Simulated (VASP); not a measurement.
Wanted: the native input for a VASP 6.6.1 run.

| Property | Result |
| --- | --- |
| Task | single point |
| Functional | PBE |
| Potentials or basis | VASP PAW PBE potentials, release 64 (Al, P) |
| Cutoff | 500 eV |
| k mesh | 3 × 3 × 3 |
| Occupations | gaussian, width 0.01 eV |
| Spin | no spin polarisation |
| Dipole correction | no |
| Further INCAR settings | ALGO = Normal; EDIFF = 1e-06; NBANDS = 11 |

The structure of AlP lies in POSCAR:

```
AlP
1.0
    0.0000000000      2.6566263788      2.6566263788
    2.6566263788      0.0000000000      2.6566263788
    2.6566263788      2.6566263788      0.0000000000
Al P
1 1
Direct
    0.0000000000      0.0000000000      0.0000000000
    0.2500000000      0.2500000000      0.2500000000
```

These files were run (other wordings do the same):

INCAR

```
SYSTEM = AlP
PREC     = Accurate       ! precision mode
ENCUT    = 500            ! plane-wave cutoff, eV
EDIFF    = 1E-6           ! SCF threshold, eV
ISMEAR   = 0              ! smearing method
SIGMA    = 0.01           ! smearing width, eV
LREAL    = .False.        ! projectors in reciprocal space
LASPH    = .True.         ! aspherical terms in the spheres
NELM     = 120            ! most SCF steps
ALGO     = Normal         ! electronic algorithm
ISIF     = 2              ! what is computed and relaxed
LWAVE    = .False.        ! write WAVECAR
LCHARG   = .False.        ! write CHGCAR
GGA      = PE             ! functional
NBANDS   = 11             ! bands
GGA_COMPAT= .False.
```

KPOINTS

```
Automatic mesh
0
Gamma
  3 3 3
  0 0 0
```

Potentials or basis: VASP PAW PBE potentials, release 64 (Al, P).

The run is started by

```bash
$ cat potpaw_PBE.64/Al/POTCAR potpaw_PBE.64/P/POTCAR > POTCAR
$ mpirun -np 1 vasp_std > vasp.out
```

Results of the run:

```
Pressure               : 12.9 GPa
Band gap on the k mesh : 2.07 eV, indirect (least direct gap 3.97 eV)
```

Caveat: the k points lie up to 0.68 Å⁻¹ apart.

Wall time 6.2 s on 1 thread of Intel Xeon 8259CL, on a shared host, peak memory 0.14 GiB.
